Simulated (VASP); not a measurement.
PtS2:

```
Pt S
1.0
     3.60593    0.00000    0.00000
    -1.80297    3.07668    0.00000
     0.00000    0.00000    5.12271
Pt S
1 2
Direct
  0.00000 0.00000 0.00000
  0.33461 0.66921 0.23680
  0.66539 0.33079 0.76320
```

This cell differs from its parent crystal: uniaxial x strain +1.5%.

Base run:

* Program: VASP 6.6.1
* Functional: r2SCAN
* Potentials or basis: VASP PAW PBE potentials, release 64 (Pt, S)
* Cutoff: 520 eV
* k mesh: 12 × 12 × 6
* Occupations: gaussian, width 0.01 eV
* Spin: no spin polarisation

Its results: band gap on the k mesh 0.80 eV (least direct gap 1.12 eV); pressure -0.3 GPa; largest force 0.047 eV/Å.

The run is repeated on the same cell with these changes: functional from r2SCAN to PBE; occupations from gaussian, width 0.01 eV to fermi-dirac, width 0.02 eV. What comes out?

Band gap on the k mesh 0.65 eV (least direct gap 0.96 eV); pressure 1.7 GPa; largest force 0.016 eV/Å.

Caveats: spin-orbit coupling is left out, which moves the levels of the heavy elements; the PAW data sets were made with another functional, which shifts forces and pressure a little (at least some runs).

A k mesh can miss the band edges.
